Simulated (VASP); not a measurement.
# Na (P6_3/mmc) in VASP: a series of runs

Runs on Na. Level: PBE. Tasks: single point.

All numbers are computed with VASP 6.6.1; they aren't measurements. Logs are shortened: lines on timing, memory, paths and dates and some standing lists are left out, and cuts for length are marked.

## (1) The cell of the first run

It takes space group P6_3/mmc (No. 194, hexagonal). The conventional cell has a = 3.745 Å, b = 3.745 Å, c = 6.114 Å, α = 90.00°, β = 90.00°, γ = 120.00°. Within 4.9 Å of Na (site symmetry -6m2) lie 12 Na at 3.74 Å.

## (2) Single point, PBE

INCAR

```
ALGO = Normal
EDIFF = 1E-6
ENCUT = 500
GGA = PE
GGA_COMPAT = F
ISIF = 2
ISMEAR = -1
LASPH = T
LCHARG = F
LREAL = F
LWAVE = F
NBANDS = 14
NELM = 120
PREC = Accurate
SIGMA = 0.1
```

KPOINTS

```
k-points
0
Gamma
  10 10 5
```

POSCAR

```
Na
1.0
    3.7445808201      0.0000000000      0.0000000000
   -1.8722904100      3.2429021167      0.0000000000
    0.0000000000      0.0000000000      6.1144825084
Na
2
Direct
    0.3333333333      0.6666666667      0.2500000000
    0.6666666667      0.3333333333      0.7500000000
```

Potentials or basis: VASP PAW PBE potentials, release 64 (Na_pv).

Command:

```sh
$ cat potpaw_PBE.64/Na_pv/POTCAR > POTCAR
$ mpirun -np 1 vasp_std > vasp.out
```

OUTCAR:

```text
EDIFF = 1E-6
   ENCUT = 500
   GGA = PE
   ISIF = 2
   ISMEAR = -1
   LASPH = T
   LREAL = F
   NELM = 120
   PREC = Accurate

 ion  position               nearest neighbor table
   1  0.333  0.667  0.250-
   2  0.667  0.333  0.750-

  LATTYP: Found a hexagonal cell.
 ALAT       =     3.7445808201
 C/A-ratio  =     1.6328883798

  Lattice vectors:

 A1 = (   3.7445808201,   0.0000000000,   0.0000000000)
 A2 = (  -1.8722904100,   3.2429021167,   0.0000000000)
 A3 = (   0.0000000000,   0.0000000000,   6.1144825084)

Analysis of symmetry for initial positions (statically):
=====================================================================
 Subroutine PRICEL returns:
 Original cell was already a primitive cell.

 Routine SETGRP: Setting up the symmetry group for a
 hexagonal supercell.

 Subroutine GETGRP returns: Found 24 space group operations
 (whereof 12 operations were pure point group operations)
 out of a pool of 24 trial point group operations.

The static configuration has the point symmetry D_3d.
 The point group associated with its full space group is D_6h.

Analysis of symmetry for dynamics (positions and initial velocities):
=====================================================================
 Subroutine PRICEL returns:
 Original cell was already a primitive cell.

 Routine SETGRP: Setting up the symmetry group for a
 hexagonal supercell.

 Subroutine GETGRP returns: Found 24 space group operations
 (whereof 12 operations were pure point group operations)
 out of a pool of 24 trial point group operations.

The dynamic configuration has the point symmetry D_3d.
 The point group associated with its full space group is D_6h.

 Subroutine INISYM returns: Found 24 space group operations
 (whereof 12 operations are pure point group operations),
 and found     1 'primitive' translations

----------------------------------------------------------------------------------------

                                     Primitive cell

  volume of cell :      74.2501

  direct lattice vectors                    reciprocal lattice vectors
     3.744580820  0.000000000  0.000000000     0.267052588  0.154182884  0.000000000
    -1.872290410  3.242902117  0.000000000     0.000000000  0.308365767  0.000000000
     0.000000000  0.000000000  6.114482508     0.000000000  0.000000000  0.163546138
[... 90 lines left out ...]
   ISIF   =      2    stress and relaxation
   ISYM   =      2    0-nonsym 1-usesym 2-fastsym
   POTIM  = 0.5000    time-step for ionic-motion
   TEBEG  =    0.0;   TEEND  =   0.0 temperature during run
   PSTRESS=    0.0 pullay stress
   NELECT =      14.0000    total number of electrons
   NUPDOWN=      -1.0000    fix difference up-down
   EMIN   =  10.00;   EMAX   =-10.00  energy-range for DOS
   EFERMI =   0.00;   METHOD = LEGACY
   ISMEAR =    -1;   SIGMA  =   0.10  broadening in eV -4-tet -1-fermi 0-gaus
   EFERMI_NEDOS =   21; number of points for ismear=-14 and -15
   IALGO  =     38    algorithm
   IMIX   =      4    mixing-type and parameters
     AMIX     =   0.40;   BMIX     =  1.00
     AMIX_MAG =   1.60;   BMIX_MAG =  1.00
  volume/ion in A,a.u.               =      37.13       250.53
  Fermi-wavevector in a.u.,A,eV,Ry     =   0.938754  1.773988 11.990264  0.881260
  Thomas-Fermi vector in A             =   2.065998
   LORBIT       =      0    0 simple, 1 ext, 2 COOP (PROOUT), +10 PAW based schemes
   GGA     = PE    functional components
   LHFCALC =     F    Hartree Fock is set to
   AEXX    =    0.0000 exact exchange contribution
   IVDW    =     0    specifies the selected vdW correction
   LEPSILON=     F    determine dielectric tensor
   LRPA    =     F    only Hartree local field effects (RPA)
 non-spin polarized calculation
  energy-cutoff  :      500.00
  volume of cell :       74.25
 maximum number of plane-waves:      1906
 NGX is ok and might be reduce to    28
   NGX = 13   NGY = 13   NGZ = 23

 number of electron      14.0000002 magnetization

 Free energy of the ion-electron system (eV)
  ---------------------------------------------------
  ext. energy  EPLUGINS =         0.00000000
  ---------------------------------------------------
  free energy    TOTEN  =        -2.63867014 eV

  energy without entropy =       -2.60596608  energy(sigma->0) =       -2.62231811

 E-fermi :   0.3046     XC(G=0):  -6.4980

 val. band max:        0.2239225279   @ k =   0.2000   0.2000   0.4000
 cond. band min:       0.3621905780   @ k =   0.3000   0.1000   0.4000
 fundamental gap:      0.1382680502
 Fermi energy:         0.3045561713

 k-point     1 :       0.0000    0.0000    0.0000
  band No.  band energies     occupation
      1     -24.6081      2.00000
      2     -24.5784      2.00000
      3     -24.5784      2.00000
      4     -24.5736      2.00000
      5     -24.5736      2.00000
      6     -24.5733      2.00000
      7      -2.9518      2.00000
      8       0.8793      0.00636
      9       1.2830      0.00011
     10      10.2954      0.00000
     11      10.2954      0.00000
     12      10.6578      0.00000
     13      10.6578      0.00000
     14      10.7939      0.00000
[... 377 lines left out ...]
      1     -24.6052      2.00000
      2     -24.6006      2.00000
      3     -24.5903      2.00000
      4     -24.5862      2.00000
      5     -24.5819      2.00000
      6     -24.5797      2.00000
      7       0.2227      1.38804
      8       1.5725      0.00001
      9       2.6065      0.00000
     10       3.9032      0.00000
     11       5.3317      0.00000
     12       6.1094      0.00000
     13       7.3273      0.00000
     14       8.1202      0.00000

 [... further k-points ...]

------------------------ aborting loop because EDIFF is reached ----------------------------------------

  FORCE on cell =-STRESS in cart. coord.  units (eV):
  Direction    XX          YY          ZZ          XY          YZ          ZX
  --------------------------------------------------------------------------------------
  -------------------------------------------------------------------------------------
  Total       -0.0047099     -0.0047099     -0.0040555     -0.0000000      0.0000000      0.0000000
  in kB       -0.1016316     -0.1016316     -0.0875110     -0.0000000      0.0000000      0.0000000
  external PRESSURE =      -0.0969247 kB  Pullay stress =       0.0000000 kB

 VOLUME and BASIS-vectors are now :
 -----------------------------------------------------------------------------
  energy-cutoff  :      500.00
  volume of cell :       74.25
      direct lattice vectors                 reciprocal lattice vectors
     3.744580820  0.000000000  0.000000000     0.267052588  0.154182884  0.000000000
    -1.872290410  3.242902117  0.000000000     0.000000000  0.308365767  0.000000000
     0.000000000  0.000000000  6.114482508     0.000000000  0.000000000  0.163546138

 POSITION                                       TOTAL-FORCE (eV/Angst)
 -----------------------------------------------------------------------------------
     -0.00000      2.16193      1.52862         0.000000      0.000000      0.000000
      1.87229      1.08097      4.58586        -0.000000     -0.000000      0.000000
 -----------------------------------------------------------------------------------
    total drift:                               -0.000000      0.000000     -0.000000

  FREE ENERGIE OF THE ION-ELECTRON SYSTEM (eV)
  ---------------------------------------------------
  free  energy   TOTEN  =        -2.6386701440 eV

  energy  without entropy=       -2.6059660772  energy(sigma->0) =       -2.62231811
```

Wall time 22 s (1 thread of Intel Xeon 6975P-C, shared host); peak memory 0.18 GiB.

Results:

* Free energy: -2.6387 eV
* Pressure: 0.0 GPa
* Band gap on the k mesh: zero (band 7 reaches 1.54 eV, above the bottom of band 8 at -1.47 eV)

Levels at points of the mesh, in eV from the Fermi level:
```csv
k point,band 4,band 5,band 6,band 7,band 8,band 9,band 10,band 11
"(0.00, 0.00, 0.00)",-24.88,-24.88,-24.88,-3.26,0.57,0.98,9.99,9.99
"(0.50, 0.00, 0.00)",-24.89,-24.89,-24.88,0.26,0.38,3.87,3.90,4.38
```

## (3) Single point, PBE (volume scaled by 0.88)

INCAR

```
SYSTEM = Na
PREC = Accurate
ENCUT = 500
EDIFF = 1E-6
ISMEAR = -1
SIGMA = 0.1
LREAL = .False.
LASPH = .True.
NELM = 120
ALGO = Normal
ISIF = 2
LWAVE = .False.
LCHARG = .False.
GGA = PE
NBANDS = 14
GGA_COMPAT = .False.
```

KPOINTS

```
regular mesh
0
Gamma
  11 11 6
  0 0 0
```

POSCAR

```
Na
1.0
    3.5883717796      0.0000000000      0.0000000000
   -1.7941858898      3.1076211193      0.0000000000
    0.0000000000      0.0000000000      5.8594105812
Na
2
Direct
    0.3333333333      0.6666666667      0.2500000000
    0.6666666667      0.3333333333      0.7500000000
```

Potentials or basis: VASP PAW PBE potentials, release 64 (Na_pv).

Command:

```sh
$ cat potpaw_PBE.64/Na_pv/POTCAR > POTCAR
$ mpirun -np 1 vasp_std > vasp.out
```

Wall time 29 s (1 thread of Intel Xeon 6975P-C, shared host); peak memory 0.19 GiB.

Results (log left out):

* Free energy: -2.6037 eV
* Pressure: 1.2 GPa
* Band gap on the k mesh: zero (band 7 reaches 2.62 eV, above the bottom of band 8 at -1.71 eV)

Stress tensor (GPa, compression positive):
```
1.15 0.00 0.00
0.00 1.15 0.00
0.00 0.00 1.36
```

Levels at points of the mesh, in eV from the Fermi level:
```
           k point  band 4  band 5  band 6  band 7  band 8  band 9  band 10  band 11
(0.00, 0.00, 0.00)  -24.83  -24.83  -24.83   -3.58    0.55    1.07    10.68    10.68
(0.00, 0.00, 0.50)  -24.84  -24.84  -24.84   -2.45   -2.45    5.94     5.94    11.29
```

## (4) Single point, PBE (volume scaled by 0.92)

INCAR

```
PREC = Accurate
ENCUT = 500
EDIFF = 1E-6
ISMEAR = -1
SIGMA = 0.1
LREAL = False
LASPH = True
NELM = 120
ALGO = Normal
ISIF = 2
LWAVE = False
LCHARG = True
GGA = PE
LELF = True
LVHAR = True
NBANDS = 14
GGA_COMPAT = False
```

KPOINTS

```
Automatic mesh
0
Gamma
  11 11 6
```

POSCAR

```
Na
1.0
    3.6419374645      0.0000000000      0.0000000000
   -1.8209687322      3.1540103632      0.0000000000
    0.0000000000      0.0000000000      5.9468773657
Na
2
Direct
    0.3333333333      0.6666666667      0.2500000000
    0.6666666667      0.3333333333      0.7500000000
```

Command:

```sh
$ cat potpaw_PBE.64/Na_pv/POTCAR > POTCAR
$ mpirun -np 1 vasp_std > vasp.out
```

It took 32 s on 1 thread of Intel Xeon 6975P-C, shared host; peak memory 0.2 GiB.

Results (log left out):

```
Free energy            : -2.6223 eV
Pressure               : 0.7 GPa
Band gap on the k mesh : zero (band 7 reaches 2.43 eV, above the bottom of band 8 at -1.79 eV)
```

Stress tensor (GPa, compression positive):
```
0.67 0.00 0.00
0.00 0.67 0.00
0.00 0.00 0.85
```

Levels at points of the mesh, in eV from the Fermi level:
```
           k point  band 5  band 6  band 7  band 8  band 9  band 10
(0.00, 0.00, 0.00)  -24.86  -24.86   -3.47    0.54    1.03    10.43
(0.00, 0.00, 0.50)  -24.86  -24.86   -2.38   -2.38    5.79     5.79
```

## (5) Single point, PBE (volume scaled by 0.96)

INCAR

```
  PREC = Accurate
  ENCUT = 500
  EDIFF = 1E-6
  ISMEAR = -1
  SIGMA = 0.1
  LREAL = False
  LASPH = True
  NELM = 120
  ALGO = Normal
  ISIF = 2
  LWAVE = False
  LCHARG = False
  GGA = PE
  NBANDS = 14
  GGA_COMPAT = False
```

KPOINTS is that of step 4.

POSCAR

```
Na
1.0
    3.6939721727      0.0000000000      0.0000000000
   -1.8469860864      3.1990737425      0.0000000000
    0.0000000000      0.0000000000      6.0318442362
Na
2
Direct
    0.3333333333      0.6666666667      0.2500000000
    0.6666666667      0.3333333333      0.7500000000
```

Command:

```sh
$ cat potpaw_PBE.64/Na_pv/POTCAR > POTCAR
$ mpirun -np 1 vasp_std > vasp.out
```

Wall time 29 s (1 thread of Intel Xeon 6975P-C, shared host); peak memory 0.2 GiB.

It converged, with:

```yaml
Free_energy: -2.6326 eV
Pressure: 0.3 GPa
Band_gap_on_the_k_mesh: zero (band 7 reaches 2.26 eV, above the bottom of band 8 at -1.86 eV)
```

Stress tensor (GPa, compression positive):
```
0.27 0.00 0.00
0.00 0.27 0.00
0.00 0.00 0.44
```

Levels at points of the mesh, in eV from the Fermi level:
| k point | band 5 | band 6 | band 7 | band 8 | band 9 | band 10 |
| --- | --- | --- | --- | --- | --- | --- |
| (0.00, 0.00, 0.00) | -24.88 | -24.88 | -3.38 | 0.54 | 0.98 | 10.18 |
| (0.00, 0.00, 0.50) | -24.89 | -24.89 | -2.32 | -2.32 | 5.64 | 5.64 |

## (6) Single point, PBE

INCAR

```
SYSTEM = Na
ALGO = Normal
EDIFF = 1E-6
ENCUT = 500
GGA = PE
GGA_COMPAT = .FALSE.
ISIF = 2
ISMEAR = -1
LASPH = .TRUE.
LCHARG = .FALSE.
LREAL = .FALSE.
LWAVE = .FALSE.
NBANDS = 14
NELM = 120
PREC = Accurate
SIGMA = 0.1
```

KPOINTS

```
k-points
0
G
  11 11 6
  0 0 0
```

POSCAR

```
Na
1.0
    3.7445808201      0.0000000000      0.0000000000
   -1.8722904100      3.2429021167      0.0000000000
    0.0000000000      0.0000000000      6.1144825084
Na
2
Direct
    0.3333333333      0.6666666667      0.2500000000
    0.6666666667      0.3333333333      0.7500000000
```

Potentials or basis: VASP PAW PBE potentials, release 64 (Na_pv).

Command:

```sh
$ cat potpaw_PBE.64/Na_pv/POTCAR > POTCAR
$ mpirun -np 1 vasp_std > vasp.out
```

It took 32 s on 1 thread of Intel Xeon 6975P-C, shared host; peak memory 0.2 GiB.

Results (log left out):

```yaml
Free_energy: -2.6360 eV
Pressure: 0.0 GPa
Band_gap_on_the_k_mesh: zero (band 7 reaches 2.11 eV, above the bottom of band 8 at -1.92 eV)
```

Stress tensor (GPa, compression positive):
```
-0.05  0.00  0.00
 0.00 -0.05  0.00
 0.00  0.00  0.10
```

Levels at points of the mesh, in eV from the Fermi level:
```
           k point  band 5  band 6  band 7  band 8  band 9  band 10
(0.00, 0.00, 0.00)  -24.91  -24.91   -3.29    0.54    0.94     9.96
(0.00, 0.00, 0.50)  -24.92  -24.92   -2.26   -2.26    5.51     5.51
```

## (7) Summary

```csv
cell,k mesh,gap on the mesh (eV),pressure (GPa)
"a = 3.745, b = 3.745, c = 6.114 Å, angles 90.0, 90.0, 120.0°, 2 atoms",10 × 10 × 5,none,0.0
"a = 3.588, b = 3.588, c = 5.859 Å, angles 90.0, 90.0, 120.0°, 2 atoms",11 × 11 × 6,none,1.2
"a = 3.642, b = 3.642, c = 5.947 Å, angles 90.0, 90.0, 120.0°, 2 atoms",11 × 11 × 6,none,0.7
"a = 3.694, b = 3.694, c = 6.032 Å, angles 90.0, 90.0, 120.0°, 2 atoms",11 × 11 × 6,none,0.3
"a = 3.745, b = 3.745, c = 6.114 Å, angles 90.0, 90.0, 120.0°, 2 atoms",11 × 11 × 6,none,0.0
```

Alike in all rows: task single point; level PBE; potentials or basis VASP PAW PBE potentials, release 64 (Na_pv); no spin polarisation; cutoff (eV) 500; smearing fermi-dirac 0.1 eV.

Total energies depend on the potentials used, so only differences within one code and one set of settings carry meaning.
